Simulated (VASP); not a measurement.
# AlH6 (P3m1) in VASP: notebook, part 2 of 2

VASP 6.6.1. The steps go on from the part before.

## 3. Relaxation of cell and atoms, PBE

INCAR reads:

```
PREC     = Accurate       # precision mode
ENCUT    = 600            # plane-wave cutoff, eV
EDIFF    = 1E-6           # SCF threshold, eV
ISMEAR   = 0              # smearing method
SIGMA    = 0.1            # smearing width, eV
LREAL    = F              # projectors in reciprocal space
LASPH    = T              # aspherical terms in the spheres
NELM     = 60             # most SCF steps
ALGO     = Normal         # electronic algorithm
ISIF     = 3              # what is computed and relaxed
LWAVE    = F              # write WAVECAR
LCHARG   = F              # write CHGCAR
GGA      = PE             # functional
IBRION   = 2              # ionic algorithm
NSW      = 90             # ionic steps
EDIFFG   = -0.04          # ionic threshold
```

KPOINTS reads:

```
regular mesh
0
Gamma
  6 6 4
```

POSCAR reads:

```
AlH6
1.0
    4.0060451700      0.0000000000      0.0000000000
   -2.0030225900      3.4693368900      0.0000000000
    0.0000000000      0.0000000000      3.7787190300
Al H
1 6
Direct
    0.0000000000      0.0000000000      0.4418860200
    0.4296435700      0.5703564300      0.3797126200
    0.4296435700      0.8592871300      0.3797126200
    0.1407128700      0.5703564300      0.3797126200
    0.0000000000      0.0000000000      0.7815209300
    0.3333333300      0.6666666700      0.8594320100
    0.3333333300      0.6666666700      0.1433413800
```

Potentials or basis: VASP PAW PBE potentials, release 64 (Al, H).

Started as:

```console
$ cat potpaw_PBE.64/Al/POTCAR potpaw_PBE.64/H/POTCAR > POTCAR
$ mpirun -np 1 vasp_std > vasp.out
```

OUTCAR:

```text
PREC = Accurate
   ENCUT = 600
   EDIFF = 1E-6
   ISMEAR = 0
   LREAL = F
   LASPH = T
   NELM = 60
   ISIF = 3
   GGA = PE
   IBRION = 2
   NSW = 90
   EDIFFG = -0.04

 ion  position               nearest neighbor table
   1  0.000  0.000  0.442-   5 1.28   3 2.07   4 2.07   2 2.07   2 2.07   3 2.07   4 2.07
   2  0.430  0.570  0.380-   1 2.07   1 2.07
   3  0.430  0.859  0.380-   1 2.07   1 2.07
   4  0.141  0.570  0.380-   1 2.07   1 2.07
   5  0.000  0.000  0.782-   1 1.28
   6  0.333  0.667  0.859-
   7  0.333  0.667  0.143-

  LATTYP: Found a hexagonal cell.
 ALAT       =     4.0060451700
 C/A-ratio  =     0.9432542245

  Lattice vectors:

 A1 = (   4.0060451700,   0.0000000000,   0.0000000000)
 A2 = (  -2.0030225900,   3.4693368900,   0.0000000000)
 A3 = (   0.0000000000,   0.0000000000,   3.7787190300)

Analysis of symmetry for initial positions (statically):
=====================================================================
 Subroutine PRICEL returns:
 Original cell was already a primitive cell.

 Routine SETGRP: Setting up the symmetry group for a
 hexagonal supercell.

 Subroutine GETGRP returns: Found  6 space group operations
[... 178 lines left out ...]

  FORCE on cell =-STRESS in cart. coord.  units (eV):
  Direction    XX          YY          ZZ          XY          YZ          ZX
  --------------------------------------------------------------------------------------
  -------------------------------------------------------------------------------------
  Total        0.6945599      0.6945599     11.0179268     -0.0000000      0.0000000      0.0000000
  in kB       21.1891416     21.1891417    336.1271151     -0.0000000      0.0000000      0.0000000
  external PRESSURE =     126.1684661 kB  Pullay stress =       0.0000000 kB
[... 104 lines left out ...]
  FREE ENERGIE OF THE ION-ELECTRON SYSTEM (eV)
  ---------------------------------------------------
  free  energy   TOTEN  =       -19.8692347001 eV

  energy  without entropy=      -19.8625803608  energy(sigma->0) =      -19.86590753

[... ionic steps 4 to 28 ...]

--------------------------------------- Ionic step       29  -------------------------------------------

 number of electron       9.0000000 magnetization

------------------------ aborting loop because EDIFF is reached ----------------------------------------
[... 77 lines left out ...]
--------------------------------------- Ionic step       31  -------------------------------------------

 number of electron       8.9999999 magnetization

 Free energy of the ion-electron system (eV)
  ---------------------------------------------------
  ext. energy  EPLUGINS =         0.00000000
  ---------------------------------------------------
  free energy    TOTEN  =       -20.73261906 eV

  energy without entropy =      -20.72736585  energy(sigma->0) =      -20.72999246

 E-fermi :   0.9670     XC(G=0):  -8.8552

 val. band max:        0.8019476644   @ k =   0.0000   0.1667   0.2500
 cond. band min:       0.9765478115   @ k =   0.3333   0.0000   0.5000
 fundamental gap:      0.1746001471
 Fermi energy:         0.9670434401

 k-point     1 :       0.0000    0.0000    0.0000
  band No.  band energies     occupation
      1      -9.2179      2.00000
      2      -2.3824      2.00000
      3      -0.2721      2.00000
      4       1.8502      0.00000
      5       1.8502      0.00000
      6       3.8320      0.00000
      7       5.4517      0.00000
      8       5.4517      0.00000
[... 285 lines left out ...]
  FREE ENERGIE OF THE ION-ELECTRON SYSTEM (eV)
  ---------------------------------------------------
  free  energy   TOTEN  =       -20.7326190614 eV

  energy  without entropy=      -20.7273658527  energy(sigma->0) =      -20.72999246

 reached required accuracy - stopping structural energy minimisation
```

It took 2.4 min on 1 thread of Intel Xeon Platinum 8488C (Sapphire Rapids), shared host; peak memory 0.17 GiB.

Results:

```
Free energy                            : -20.7326 eV
Relaxed volume                         : 6.78 Å³/atom
Relaxed cell                           : a = 3.839 Å, b = 3.839 Å, c = 3.716 Å, α = 90.00°, β = 90.00°, γ = 120.00°
Space group after relaxing (to 0.05 Å) : P-6m2 (No. 187)
Energy gained by relaxing              : 610.7 meV/atom
Ionic steps                            : 31
Pressure after relaxing                : 0.1 GPa
Largest force after relaxing           : 0.037 eV/Å
```

Forces on the atoms (eV/Å):
```
Al   0.000  0.000  0.001
H   -0.032  0.018 -0.003
H    0.000 -0.037 -0.003
H    0.032  0.018 -0.003
H    0.000  0.000  0.008
H    0.000  0.000  0.014
H    0.000  0.000 -0.014
```

Step by step:
| step | energy change (eV) | largest force (eV/Å) | pressure (GPa) | volume (Å³) |
| --- | --- | --- | --- | --- |
| 1 | 0.0000 | 8.3477 | 12.62 | 52.52 |
| 2 | -3.4237 | 2.2886 | -2.43 | 57.05 |
| 3 | -3.4112 | 1.1042 | -2.98 | 56.69 |
| 4 | -3.4242 | 1.9697 | -2.59 | 56.96 |
| 5 | -3.5435 | 2.5606 | -4.93 | 56.02 |
| 6 | -3.5481 | 2.1653 | -4.58 | 56.19 |
| 7 | -3.6731 | 1.9039 | -4.29 | 55.23 |
| 8 | -3.9563 | 1.1791 | -2.67 | 52.40 |
| 9 | -4.1099 | 0.8889 | 4.02 | 47.02 |
| 10 | -4.1251 | 0.6446 | 2.01 | 48.25 |
| 11 | -4.1551 | 0.3866 | 1.22 | 48.56 |
| 12 | -4.1783 | 0.5793 | -0.19 | 49.26 |
| 13 | -4.1915 | 0.3755 | -1.42 | 49.48 |
| 14 | -4.1915 | 0.3491 | -1.38 | 49.48 |
| 15 | -4.2106 | 0.2886 | -1.45 | 49.39 |
| 16 | -4.2475 | 0.1576 | -1.52 | 49.12 |
| 17 | -4.2200 | 0.6147 | -0.76 | 48.44 |
| 18 | -4.2534 | 0.2128 | -1.38 | 48.91 |
| 19 | -4.2613 | 0.3076 | -1.20 | 48.35 |
| 20 | -4.2619 | 0.4363 | -1.11 | 48.15 |
| 21 | -4.2671 | 0.1629 | -0.40 | 47.70 |
| 22 | -4.2677 | 0.0643 | -0.03 | 47.48 |
| 23 | -4.2688 | 0.0628 | 0.00 | 47.44 |
| 24 | -4.2709 | 0.1536 | 0.08 | 47.32 |
| 25 | -4.2702 | 0.3390 | 0.29 | 47.08 |
| 26 | -4.2714 | 0.2273 | 0.16 | 47.22 |
| 27 | -4.2722 | 0.1270 | 0.28 | 47.20 |
| 28 | -4.2726 | 0.0604 | 0.46 | 47.17 |
| 29 | -4.2729 | 0.0546 | 0.42 | 47.20 |
| 30 | -4.2737 | 0.0482 | 0.31 | 47.28 |
| 31 | -4.2746 | 0.0371 | 0.09 | 47.44 |

Final structure:
```
CELL_PARAMETERS angstrom
3.83942 0.00000 0.00000
-1.91971 3.32503 0.00000
0.00000 0.00000 3.71637
ATOMIC_POSITIONS crystal
Al 0.00000 0.00000 0.40862
H 0.51420 0.48580 0.40973
H 0.51420 0.02840 0.40973
H 0.97160 0.48580 0.40973
H 0.00000 0.00000 0.90871
H 0.33333 0.66667 0.80835
H 0.33333 0.66667 0.01046
```

Levels at points of the mesh, in eV from the Fermi level:
```
           k point  band 1  band 2  band 3  band 4  band 5  band 6  band 7  band 8
(0.00, 0.00, 0.00)  -10.18   -3.35   -1.24    0.88    0.88    2.86    4.48    4.48
(0.50, 0.00, 0.00)   -7.77   -6.53   -2.74   -0.72   -0.35    5.10    6.13    6.82
(0.00, 0.00, 0.50)   -8.52   -6.96   -1.06    1.16    1.16    5.45    5.45    6.27
(0.50, 0.00, 0.50)   -5.82   -5.68   -4.85   -3.11   -0.25    2.62    5.64    7.60
```

Caveat: the k points lie up to 0.42 Å⁻¹ apart in the final cell.
